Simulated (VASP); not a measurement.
# Ir3C in VASP: relaxation of the atoms with PBE

Aim: the relaxation of the atoms of Ir3C with PBE.

All numbers are computed with VASP 6.6.1; they aren't measurements. Logs are shortened: lines on timing, memory, paths and dates and some standing lists are left out, and cuts for length are marked.

### 1 The cell of the first run

The cell holds a slab with vacuum, 4 atoms: a = 2.737 Å, b = 2.737 Å, c = 19.188 Å, α = 90.00°, β = 90.00°, γ = 90.00°.

### 2 Relaxation of the atoms, PBE

File INCAR:

```
SYSTEM = Ir3C
  ALGO = Normal
  DIPOL = 0.5 0.5 0.338
  EDIFF = 1E-6
  EDIFFG = -0.025
  ENCUT = 520
  GGA = PE
  IBRION = 2
  IDIPOL = 3
  ISIF = 2
  ISMEAR = 0
  LASPH = .TRUE.
  LCHARG = .FALSE.
  LDIPOL = .TRUE.
  LREAL = .FALSE.
  LWAVE = .FALSE.
  NELM = 60
  NSW = 36
  PREC = Accurate
  SIGMA = 0.1
```

File KPOINTS:

```
k-points
0
G
  10 10 1
  0 0 0
```

File POSCAR:

```
Ir3C
1.0
    2.7367600872      0.0000000000      0.0000000000
    0.0000000000      2.7367600872      0.0000000000
    0.0000000000      0.0000000000     19.1883373414
Ir C
3 1
Selective dynamics
Direct
    0.5000000000      0.5000000000      0.2084599582  F F F
    0.0000000000      0.0000000000      0.3045662606  F F F
    0.5000000000      0.5000000000      0.4006776202  F F F
    1.0000000000      1.0000000000      0.4380303809  F F T
```

Potentials or basis: VASP PAW PBE potentials, release 64 (Ir, C).

On the command line:

```sh
> cat potpaw_PBE.64/Ir/POTCAR potpaw_PBE.64/C/POTCAR > POTCAR
> mpirun -np 1 vasp_std > vasp.out
```

OUTCAR:

```text
SYSTEM = Ir3C
   EDIFF = 1E-6
   EDIFFG = -0.025
   ENCUT = 520
   GGA = PE
   IBRION = 2
   ISIF = 2
   ISMEAR = 0
   LASPH = .TRUE.
   LREAL = .FALSE.
   NELM = 60
   NSW = 36
   PREC = Accurate

 ion  position               nearest neighbor table
   1  0.500  0.500  0.208-   2 2.67   2 2.67   2 2.67   2 2.67
   2  0.000  0.000  0.305-   4 2.56   1 2.67   1 2.67   1 2.67   1 2.67   3 2.67   3 2.67   3 2.67
                             3 2.67
   3  0.500  0.500  0.401-   4 2.06   4 2.06   4 2.06   4 2.06   2 2.67   2 2.67   2 2.67   2 2.67

   4  0.000  0.000  0.438-   3 2.06   3 2.06   3 2.06   3 2.06   2 2.56

  LATTYP: Found a simple tetragonal cell.
 ALAT       =     2.7367600872
 C/A-ratio  =     7.0113333760

  Lattice vectors:

 A1 = (   2.7367600872,   0.0000000000,   0.0000000000)
 A2 = (   0.0000000000,   2.7367600872,   0.0000000000)
 A3 = (   0.0000000000,   0.0000000000,  19.1883373414)

Analysis of symmetry for initial positions (statically):
=====================================================================
 Subroutine PRICEL returns:
 Original cell was already a primitive cell.

 Routine SETGRP: Setting up the symmetry group for a
 simple tetragonal supercell.

 Subroutine GETGRP returns: Found  8 space group operations
 (whereof  8 operations were pure point group operations)
 out of a pool of 16 trial point group operations.

The static configuration has the point symmetry C_4v.

Analysis of symmetry for dynamics (positions and initial velocities):
=====================================================================
 Subroutine PRICEL returns:
 Original cell was already a primitive cell.

 Routine SETGRP: Setting up the symmetry group for a
 simple tetragonal supercell.

 Subroutine GETGRP returns: Found  8 space group operations
 (whereof  8 operations were pure point group operations)
 out of a pool of 16 trial point group operations.

The dynamic configuration has the point symmetry C_4v.

Analysis of constrained symmetry for selective dynamics:
=====================================================================
[... 155 lines left out ...]
  ext. energy  EPLUGINS =         0.00000000
  ---------------------------------------------------
  free energy    TOTEN  =       -30.72684748 eV

  energy without entropy =      -30.68517088  energy(sigma->0) =      -30.70600918

------------------------ aborting loop because EDIFF is reached ----------------------------------------

  FORCE on cell =-STRESS in cart. coord.  units (eV):
  Direction    XX          YY          ZZ          XY          YZ          ZX
  --------------------------------------------------------------------------------------
  -------------------------------------------------------------------------------------
  Total        5.8170593      5.8170593      6.3597773      0.0000000      0.0000000     -0.0000000
  in kB       64.8489980     64.8489980     70.8992584      0.0000000      0.0000000     -0.0000000
  external PRESSURE =      66.8657515 kB  Pullay stress =       0.0000000 kB
[... 27 lines left out ...]
 number of electron      30.9999996 magnetization

------------------------ aborting loop because EDIFF is reached ----------------------------------------

 vacuum level on the upper side and lower side of the slab       (xc-potential included)        -0.430        -0.219

  FORCE on cell =-STRESS in cart. coord.  units (eV):
  Direction    XX          YY          ZZ          XY          YZ          ZX
  --------------------------------------------------------------------------------------
  -------------------------------------------------------------------------------------
  Total        5.3031390      5.3031390      6.4196678      0.0000000      0.0000000      0.0000000
  in kB       59.1197775     59.1197775     71.5669223      0.0000000      0.0000000      0.0000000
  external PRESSURE =      63.2688257 kB  Pullay stress =       0.0000000 kB
[... 95 lines left out ...]
  FREE ENERGIE OF THE ION-ELECTRON SYSTEM (eV)
  ---------------------------------------------------
  free  energy   TOTEN  =       -30.7996800133 eV

  energy  without entropy=      -30.7668669243  energy(sigma->0) =      -30.78327347

 dipolmoment           0.000000      0.000000     -0.004361 electrons x Angstroem

--------------------------------------- Ionic step        5  -------------------------------------------

 number of electron      30.9999996 magnetization

------------------------ aborting loop because EDIFF is reached ----------------------------------------
[... 71 lines left out ...]
--------------------------------------- Ionic step        7  -------------------------------------------

 number of electron      30.9999996 magnetization

 dipolmoment           0.000000      0.000000      0.020094 electrons x Angstroem

 Free energy of the ion-electron system (eV)
  ---------------------------------------------------
  ext. energy  EPLUGINS =         0.00000000
  ---------------------------------------------------
  free energy    TOTEN  =       -30.80339138 eV

  energy without entropy =      -30.77512398  energy(sigma->0) =      -30.78925768

 E-fermi :  -0.4322     XC(G=0):  -5.6070

 val. band max:       -0.4589306219   @ k =   0.5000   0.0000   0.0000
 cond. band min:      -0.4240088085   @ k =   0.4000   0.3000   0.0000
 fundamental gap:      0.0349218134
 Fermi energy:        -0.4321524901

 k-point     1 :       0.0000    0.0000    0.0000
  band No.  band energies     occupation
      1     -14.6790      2.00000
      2      -9.8889      2.00000
      3      -7.9152      2.00000
      4      -7.6591      2.00000
      5      -6.6580      2.00000
      6      -6.3119      2.00000
[... 451 lines left out ...]
     18       1.5333      0.00000
     19       4.1199      0.00000

------------------------ aborting loop because EDIFF is reached ----------------------------------------

 vacuum level on the upper side and lower side of the slab       (xc-potential included)         0.029        -0.446

  FORCE on cell =-STRESS in cart. coord.  units (eV):
  Direction    XX          YY          ZZ          XY          YZ          ZX
  --------------------------------------------------------------------------------------
  -------------------------------------------------------------------------------------
  Total        0.9889856      0.9889856      5.9639280      0.0000000      0.0000000      0.0000000
  in kB       11.0252837     11.0252837     66.4863020      0.0000000      0.0000000      0.0000000
  external PRESSURE =      29.5122898 kB  Pullay stress =       0.0000000 kB
[... 19 lines left out ...]
  FREE ENERGIE OF THE ION-ELECTRON SYSTEM (eV)
  ---------------------------------------------------
  free  energy   TOTEN  =       -30.8033913790 eV

  energy  without entropy=      -30.7751239772  energy(sigma->0) =      -30.78925768

 reached required accuracy - stopping structural energy minimisation

 vacuum level on the upper side and lower side of the slab         5.509         5.019
```

CONTCAR:

```text
Ir3C
   1.00000000000000
     2.7367600872000000    0.0000000000000000    0.0000000000000000
     0.0000000000000000    2.7367600872000000    0.0000000000000000
     0.0000000000000000    0.0000000000000000   19.1883373414000005
  Ir              C
     3     1
Selective dynamics
Direct
     0.5000000000000000    0.5000000000000000    0.2084599582000024   F   F   F
     0.0000000000000000    0.0000000000000000    0.3045662605999979   F   F   F
     0.5000000000000000    0.5000000000000000    0.4006776201999998   F   F   F
     0.0000000000000000    0.0000000000000000    0.4500128201813761   F   F   T

  0.00000000E+00  0.00000000E+00  0.00000000E+00
  0.00000000E+00  0.00000000E+00  0.00000000E+00
  0.00000000E+00  0.00000000E+00  0.00000000E+00
  0.00000000E+00  0.00000000E+00  0.00000000E+00
```

Run time: 13 min. Hardware: 1 thread of Intel Xeon 8259CL, shared host; peak memory 0.27 GiB.

Results:

* Free energy: -30.8034 eV
* Energy gained by relaxing: 19.1 meV/atom
* Ionic steps: 7
* Band gap on the k mesh: zero (an odd number of electrons rules out a gap without spin polarisation)

The path:
| step | energy change (eV) | largest force on free atoms (eV/Å) | pressure (GPa) |
| --- | --- | --- | --- |
| 1 | 0.0000 | 0.3929 | 6.69 |
| 2 | -0.0077 | 0.4234 | 6.33 |
| 3 | -0.0332 | 0.4542 | 5.35 |
| 4 | -0.0728 | 0.1805 | 3.56 |
| 5 | 0.0217 | 1.0730 | 0.53 |
| 6 | -0.0764 | 0.0350 | 3.07 |
| 7 | -0.0765 | 0.0026 | 2.95 |

Final structure:
```yaml
crystal:
  lattice:
    - [2.73676, 0.00000, 0.00000]
    - [0.00000, 2.73676, 0.00000]
    - [0.00000, 0.00000, 19.18834]
  atoms:
    - { symbol: Ir, position: [0.50000, 0.50000, 0.20846] }
    - { symbol: Ir, position: [0.00000, 0.00000, 0.30457] }
    - { symbol: Ir, position: [0.50000, 0.50000, 0.40068] }
    - { symbol: C, position: [0.00000, 0.00000, 0.45001] }
```

Caveat: spin-orbit coupling is left out, which moves the levels of the heavy elements.
